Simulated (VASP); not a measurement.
Set up this calculation in VASP 6.6.1, as the native input.

```yaml
Task: electric field gradients
Functional: PBE
Potentials_or_basis: VASP PAW PBE potentials, release 64 (Sn_d, O)
Cutoff: 520 eV
k_mesh: 3 × 6 × 2
Occupations: fermi-dirac, width 0.02 eV
Spin: no spin polarisation
Dipole_correction: no
Further_INCAR_settings: LREAL = Auto; ALGO = Normal; EDIFF = 1e-08; NBANDS = 122
```

The structure of SnO2 lies in POSCAR:

```
SnO2
1.0
    9.3346760000      0.0000000000      0.0000000000
    0.0000000000      3.2245650000      0.0000000000
    0.0000000000      0.0000000000     11.3535500000
Sn O
8 16
Direct
    0.4126370000      0.7500000000      0.6026990000
    0.0873630000      0.2500000000      0.1026990000
    0.9126370000      0.7500000000      0.8973010000
    0.5873630000      0.2500000000      0.3973010000
    0.5524280000      0.2500000000      0.8830200000
    0.4475720000      0.7500000000      0.1169800000
    0.0524280000      0.2500000000      0.6169800000
    0.9475720000      0.7500000000      0.3830200000
    0.9209900000      0.7500000000      0.5712470000
    0.0790100000      0.2500000000      0.4287530000
    0.4209900000      0.7500000000      0.9287530000
    0.5790100000      0.2500000000      0.0712470000
    0.0335570000      0.7500000000      0.2138890000
    0.9664430000      0.2500000000      0.7861110000
    0.5335570000      0.7500000000      0.2861110000
    0.4664430000      0.2500000000      0.7138890000
    0.6156890000      0.7500000000      0.5130640000
    0.3843110000      0.2500000000      0.4869360000
    0.1156890000      0.7500000000      0.9869360000
    0.8843110000      0.2500000000      0.0130640000
    0.8045540000      0.2500000000      0.3521950000
    0.1954460000      0.7500000000      0.6478050000
    0.6954460000      0.7500000000      0.8521950000
    0.3045540000      0.2500000000      0.1478050000
```

The input as run:

INCAR

```
SYSTEM = SnO2
PREC = Accurate
ENCUT = 520
EDIFF = 1E-8
ISMEAR = -1
SIGMA = 0.02
LREAL = Auto
LASPH = .TRUE.
NELM = 80
ALGO = Normal
ISIF = 2
LWAVE = .FALSE.
LCHARG = .FALSE.
GGA = PE
LEFG = .TRUE.
NBANDS = 122
KPAR = 4
```

KPOINTS

```
Automatic mesh
0
G
  3 6 2
  0 0 0
```

Potentials or basis: VASP PAW PBE potentials, release 64 (Sn_d, O).

The run is started by

```sh
$ cat potpaw_PBE.64/Sn_d/POTCAR potpaw_PBE.64/O/POTCAR > POTCAR
$ mpirun -np 4 vasp_std > vasp.out
```

Results of the run:

| Item | Value |
| --- | --- |
| Pressure | 0.2 GPa |
| Largest force | 0.131 eV/Å |
| Band gap on the k mesh | 1.21 eV |
| Largest electric field gradient by atom | Sn -65.1, -66.7 (each value once); O -68.0, -116.6, -69.6, -109.1 (each value once) V/Å² |

Caveat: without QUAD_EFG the Cq values of the log hold for a quadrupole moment of 1 mb, not for the nuclei; spin-orbit coupling is left out, which moves the levels of the heavy elements.

It took 9.3 min on 4 MPI ranks on AMD EPYC 9755 128-Core Processor, with other jobs on the host, peak memory 0.6 GiB a rank.
